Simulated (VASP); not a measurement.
# AlGaAs2 in VASP: further runs

The runs below take AlGaAs2 through single point, with PBEsol.

All numbers are computed with VASP 6.6.1; they aren't measurements. Logs are shortened: lines on timing, memory, paths and dates and some standing lists are left out, and cuts for length are marked.

### 1 The cell of the first run

The cell holds a disordered packing, 8 atoms: a = 5.390 Å, b = 5.360 Å, c = 5.287 Å, α = 74.20°, β = 90.12°, γ = 90.00°.

### 2 Single point, PBEsol

Input file INCAR:

```
PREC = Accurate ; ENCUT = 400
EDIFF = 1E-6 ; ISMEAR = 0
SIGMA = 0.1 ; LREAL = False
LASPH = True ; NELM = 120
ALGO = Normal ; ISIF = 2
LWAVE = False ; LCHARG = False
GGA = PS ; NBANDS = 36
ISYM = 0 ; GGA_COMPAT = False
```

Input file KPOINTS:

```
Automatic mesh
0
Gamma
  2 2 2
  0.5 0.5 0.5
```

Input file POSCAR:

```
AlGaAs2
1.0
    5.3900222133     -0.0214925920     -0.0205861847
    0.0238751423      5.3085185246      0.7441964601
    0.0120500409      0.7196617312      5.2378856678
Al Ga As
2 2 4
Direct
    0.0096486457      0.7979480158      0.3436604374
    0.5084672107      1.2846454842      0.2308066502
    0.0078795294      0.8393100456      0.8266852089
    0.5090076671      0.8045200546      0.1767839268
    0.5080742370      0.3790726875      0.7078941112
    1.0082411256      0.3064315815      0.2300449456
    0.0093674053      0.3423822894      0.7234548960
    0.5089498234     -0.1352523953      0.6731651480
```

Potentials or basis: VASP PAW PBE potentials, release 64 (Al, Ga_d, As).

Launch:

```bash
cat potpaw_PBE.64/Al/POTCAR potpaw_PBE.64/Ga_d/POTCAR potpaw_PBE.64/As/POTCAR > POTCAR
mpirun -np 1 vasp_std > vasp.out
```

OUTCAR:

```text
PREC = Accurate
   ENCUT = 400
   EDIFF = 1E-6
   ISMEAR = 0
   LREAL = False
   LASPH = True
   NELM = 120
   ISIF = 2
   GGA = PS
   ISYM = 0

 ion  position               nearest neighbor table
   1  0.010  0.798  0.344-   3 2.62   6 2.63   3 2.68   7 2.71   4 2.83   4 2.83   6 2.86
   2  0.508  0.285  0.231-   4 2.67   5 2.67   6 2.70   6 2.70   5 2.70   4 2.72   8 2.77
   3  0.008  0.839  0.827-   7 2.60   1 2.62   1 2.68   8 2.80   8 2.81   7 2.86
   4  0.509  0.805  0.177-   8 2.59   2 2.67   2 2.72   8 2.73   1 2.83   1 2.83
   5  0.508  0.379  0.708-   8 2.56   2 2.67   7 2.70   2 2.70   7 2.71   8 2.81
   6  0.008  0.306  0.230-   1 2.63   7 2.63   7 2.67   2 2.70   2 2.70   1 2.86
   7  0.009  0.342  0.723-   3 2.60   6 2.63   6 2.67   5 2.70   1 2.71   5 2.71   3 2.86
   8  0.509  0.865  0.673-   5 2.56   4 2.59   4 2.73   2 2.77   3 2.80   5 2.81   3 2.81

IMPORTANT INFORMATION: All symmetrisations will be switched off!
NOSYMM: (Re-)initialisation of all symmetry stuff for point group C_1.

----------------------------------------------------------------------------------------

                                     Primitive cell

  volume of cell :     146.9885

  direct lattice vectors                    reciprocal lattice vectors
     5.390022213 -0.021492592 -0.020586185     0.185523627 -0.000789774 -0.000318296
     0.023875142  5.308518525  0.744196460     0.000665090  0.192073287 -0.026391528
     0.012050041  0.719661731  5.237885668     0.000634658 -0.027292791  0.194665175

  length of vectors
     5.390104376  5.360482004  5.287107383     0.185525582  0.193879093  0.196570164

  position of ions in fractional coordinates (direct lattice)
     0.009648646  0.797948016  0.343660437
     0.508467211  0.284645484  0.230806650
     0.007879529  0.839310046  0.826685209
     0.509007667  0.804520055  0.176783927
     0.508074237  0.379072687  0.707894111
     0.008241126  0.306431581  0.230044946
     0.009367405  0.342382289  0.723454896
     0.508949823  0.864747605  0.673165148

  ion indices of the primitive-cell ions
   primitive index   ion index
                 1           1
                 2           2
                 3           3
                 4           4
                 5           5
                 6           6
                 7           7
                 8           8
[... 51 lines left out ...]
   EDIFF  = 0.1E-05   stopping-criterion for ELM
   LREAL  =      F    real-space projection
   EDIFFG = 0.1E-04   stopping-criterion for IOM
   NSW    =      0    number of steps for IOM
   IBRION =     -1    ionic relax: 0-MD 1-quasi-New 2-CG
   NFREE  =      0    steps in history (QN), initial steepest desc. (CG)
   ISIF   =      2    stress and relaxation
   ISYM   =      0    0-nonsym 1-usesym 2-fastsym
   POTIM  = 0.5000    time-step for ionic-motion
   TEBEG  =    0.0;   TEEND  =   0.0 temperature during run
   PSTRESS=    0.0 pullay stress
   NELECT =      52.0000    total number of electrons
   NUPDOWN=      -1.0000    fix difference up-down
   EMIN   =  10.00;   EMAX   =-10.00  energy-range for DOS
   EFERMI =   0.00;   METHOD = LEGACY
   ISMEAR =     0;   SIGMA  =   0.10  broadening in eV -4-tet -1-fermi 0-gaus
   EFERMI_NEDOS =   21; number of points for ismear=-14 and -15
   IALGO  =     38    algorithm
   IMIX   =      4    mixing-type and parameters
     AMIX     =   0.40;   BMIX     =  1.00
     AMIX_MAG =   1.60;   BMIX_MAG =  1.00
  volume/ion in A,a.u.               =      18.37       123.99
  Fermi-wavevector in a.u.,A,eV,Ry     =   1.157839  2.187998 18.239847  1.340591
  Thomas-Fermi vector in A             =   2.294447
   LORBIT       =      0    0 simple, 1 ext, 2 COOP (PROOUT), +10 PAW based schemes
   GGA     = PS    functional components
   LHFCALC =     F    Hartree Fock is set to
   AEXX    =    0.0000 exact exchange contribution
   IVDW    =     0    specifies the selected vdW correction
   LEPSILON=     F    determine dielectric tensor
   LRPA    =     F    only Hartree local field effects (RPA)
 non-spin polarized calculation
 Gauss-broadening in eV      SIGMA  =   0.10
  energy-cutoff  :      400.00
  volume of cell :      146.99
 maximum number of plane-waves:      2672
   NGX = 17   NGY = 17   NGZ = 17

 number of electron      52.0000030 magnetization

 Free energy of the ion-electron system (eV)
  ---------------------------------------------------
  ext. energy  EPLUGINS =         0.00000000
  ---------------------------------------------------
  free energy    TOTEN  =       -36.64103706 eV

  energy without entropy =      -36.64103706  energy(sigma->0) =      -36.64103706

 E-fermi :   6.3487     XC(G=0): -10.7144

 val. band max:        5.8918920718   @ k =  -0.2500  -0.2500   0.2500
 cond. band min:       6.8120930617   @ k =   0.2500   0.2500   0.2500
 fundamental gap:      0.9202009899
 Fermi energy:         6.3487090241

 k-point     1 :       0.2500    0.2500    0.2500
  band No.  band energies     occupation
      1      -8.4444      2.00000
      2      -8.3929      2.00000
      3      -8.3804      2.00000
      4      -8.3460      2.00000
      5      -8.3430      2.00000
      6      -8.3292      2.00000
[... 145 lines left out ...]
     35      11.3586      0.00000
     36      12.1385      0.00000

------------------------ aborting loop because EDIFF is reached ----------------------------------------

  FORCE on cell =-STRESS in cart. coord.  units (eV):
  Direction    XX          YY          ZZ          XY          YZ          ZX
  --------------------------------------------------------------------------------------
  -------------------------------------------------------------------------------------
  Total       -0.0910047      0.1622743      0.1372967     -0.0076559      0.0107099      0.0533600
  in kB       -0.9919529      1.7687930      1.4965361     -0.0834497      0.1167386      0.5816251
  external PRESSURE =       0.7577921 kB  Pullay stress =       0.0000000 kB

 VOLUME and BASIS-vectors are now :
 -----------------------------------------------------------------------------
  energy-cutoff  :      400.00
  volume of cell :      146.99
      direct lattice vectors                 reciprocal lattice vectors
     5.390022213 -0.021492592 -0.020586185     0.185523627 -0.000789774 -0.000318296
     0.023875142  5.308518525  0.744196460     0.000665090  0.192073287 -0.026391528
     0.012050041  0.719661731  5.237885668     0.000634658 -0.027292791  0.194665175

 POSITION                                       TOTAL-FORCE (eV/Angst)
 -----------------------------------------------------------------------------------
      0.07520      4.48303      2.39369        -0.000870     -0.024056     -0.014139
      2.75023      1.66622      1.41030         0.000600     -0.004241      0.004100
      0.07247      5.05026      4.95453         0.003372     -0.004676     -0.010233
      2.76490      4.38709      1.51422        -0.002528      0.018178      0.027609
      2.75611      2.51084      3.97951         0.012515     -0.024541     -0.009627
      0.05451      1.79208      1.43282         0.003733      0.001996     -0.016240
      0.06738      2.33798      4.04398        -0.012382      0.031509      0.019279
      2.77201      5.06404      4.15903        -0.004439      0.005831     -0.000749
 -----------------------------------------------------------------------------------
    total drift:                               -0.001365     -0.000092     -0.000204

  FREE ENERGIE OF THE ION-ELECTRON SYSTEM (eV)
  ---------------------------------------------------
  free  energy   TOTEN  =       -36.6410370608 eV

  energy  without entropy=      -36.6410370608  energy(sigma->0) =      -36.64103706
```

It took 20 s on 1 thread of AMD EPYC 9R45 (Zen 5), shared host; peak memory 0.17 GiB.

Results:

- Free energy: -36.6410 eV
- Pressure: 0.1 GPa
- Largest force: 0.039 eV/Å
- Band gap on the k mesh: zero (bands 26 and 27 overlap by 0.93 eV)

Forces in eV/Å, atoms in the order of the input:
```
Al  -0.001 -0.024 -0.014
Al   0.001 -0.004  0.004
Ga   0.003 -0.005 -0.010
Ga  -0.003  0.018  0.028
As   0.013 -0.025 -0.010
As   0.004  0.002 -0.016
As  -0.012  0.032  0.019
As  -0.004  0.006 -0.001
```

Levels at points of the mesh, in eV from the Fermi level:
| k point | band 23 | band 24 | band 25 | band 26 | band 27 | band 28 | band 29 | band 30 |
| --- | --- | --- | --- | --- | --- | --- | --- | --- |
| (0.25, 0.25, 0.25) | -2.48 | -1.35 | -1.03 | 0.46 | 1.04 | 1.76 | 2.34 | 2.67 |

Caveat: the k points lie up to 0.62 Å⁻¹ apart, too coarse for converged energies and pressures of a metal; the PAW data sets were made with another functional, which shifts forces and pressure a little.

[end of part 1 of 2]
